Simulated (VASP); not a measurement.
Ti, 1 atom in the cell. The structure is tetragonal, space group I4/mmm (No. 139). Conventional cell: a = 3.413 Å, b = 3.413 Å, c = 3.282 Å, α = 90.00°, β = 90.00°, γ = 90.00°. Ti (site symmetry 4/mmm) has 14 Ti at 2.92 to 3.41 Å within 3.8 Å.  This cell differs from its parent crystal: strain +0.040 along x and y, +0.000 along z.

| Property | Result |
| --- | --- |
| Program | VASP 6.6.1 |
| Task | single point |
| Functional | r2SCAN |
| Potentials or basis | VASP PAW PBE potentials, release 64 (Ti_sv) |
| Cutoff | 520 eV |
| k mesh | 20 × 20 × 20 |
| Occupations | gaussian, width 0.15 eV |
| Spin | no spin polarisation |
| Dipole correction | no |
| Further INCAR settings | ALGO = Normal; EDIFF = 1e-06; NBANDS = 12 |

Potentials or basis: VASP PAW PBE potentials, release 64 (Ti_sv).

Run with:

```sh
$ cat potpaw_PBE.64/Ti_sv/POTCAR > POTCAR
$ cp INCAR.step1 INCAR
$ mpirun -np 1 vasp_std > vasp.out
$ cp INCAR.step2 INCAR
$ mpirun -np 1 vasp_std > vasp.out
```

Hardware: 1 thread of Intel(R) Xeon(R) 6975P-C (Granite Rapids), on a shared host.

Problem. Estimate the wall time of this run.

Solution. Wall time 2.5 min on 1 thread of Intel(R) Xeon(R) 6975P-C (Granite Rapids), with other jobs on the host, peak memory 0.25 GiB. Counts: k points 641.
